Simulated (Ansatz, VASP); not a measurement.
**One calculation of SrCl2, two programs**

```
Sr Cl
1.0
    -0.01728    3.44668    3.44668
     3.44668   -0.01728    3.44668
     3.44668    3.44668   -0.01728
Sr Cl
1 2
Direct
  0.00000 0.00000 0.00000
  0.25047 0.25047 0.25047
  0.74953 0.74953 0.74953
```

Change from the starting cell: equal xy, yz and zx engineering shears of -0.5 %.

Alike in both runs: functional PBEsol; k mesh 6 × 6 × 6; no spin polarisation.

Ansatz relaxed the structure, and its values are those at the end. VASP's run is a single point on that final structure, the one shown.

|  | VASP | Ansatz |
| --- | --- | --- |
| version | VASP 6.6.1 | Ansatz 0.2.0 |
| potentials or method | VASP PAW PBE potentials, release 64 (Sr_sv, Cl), cutoff 520 eV | all-electron LAPW, scalar-relativistic |
| occupations | gaussian, width 0.01 eV | fixed |

VASP gave:

| Property | Result |
| --- | --- |
| gap on the k mesh at the Fermi level (eV) | 5.24 |
| pressure (GPa) | 0.1 |

Q: Estimate Ansatz's values.

A: gap on the k mesh at the Fermi level (eV): 5.25; pressure (GPa): 0.0.

VASP's potentials were made for PBE, not for PBEsol. Ansatz ran all-electron here, and VASP with PAW potentials.
